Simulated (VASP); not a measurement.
Here is a VASP 6.6.1 calculation.

The input INCAR:

```
  PREC = Accurate
  ENCUT = 520
  EDIFF = 1E-6
  ISMEAR = 0
  SIGMA = 0.05
  LREAL = False
  LASPH = True
  NELM = 100
  ALGO = Normal
  ISIF = 2
  LWAVE = False
  LCHARG = False
  GGA = PE
  NBANDS = 28
```

File KPOINTS:

```
Automatic mesh
0
Gamma
  10 10 6
```

File POSCAR:

```
PbO
1.0
    4.1942808410      0.0000000000      0.0000000000
   -2.0971404205      3.6323537589      0.0000000000
    0.0000000000      0.0000000000      5.7486451626
Pb O
2 2
Direct
    0.6666666667      0.3333333333      0.0177594782
    0.3333333333      0.6666666667      0.5177594782
    0.6666666667      0.3333333333      0.6074405218
    0.3333333333      0.6666666667      0.1074405218
```

Potentials or basis: VASP PAW PBE potentials, release 64 (Pb_d, O).

The run is started by

```bash
$ cat potpaw_PBE.64/Pb_d/POTCAR potpaw_PBE.64/O/POTCAR > POTCAR
$ mpirun -np 1 vasp_std > vasp.out
```

Estimate the largest force.

0.010 eV/Å.

Estimate the band gap on the k mesh.

1.89 eV (least direct gap 2.18 eV).

What does it give for the pressure?

1.0 GPa.

Forces in eV/Å, atoms in the order of the input:
```
Pb   0.000  0.000  0.010
Pb   0.000  0.000  0.010
O    0.000  0.000 -0.010
O    0.000  0.000 -0.010
```

Caveat: spin-orbit coupling is left out, which moves the levels of the heavy elements. A k mesh can miss the band edges.
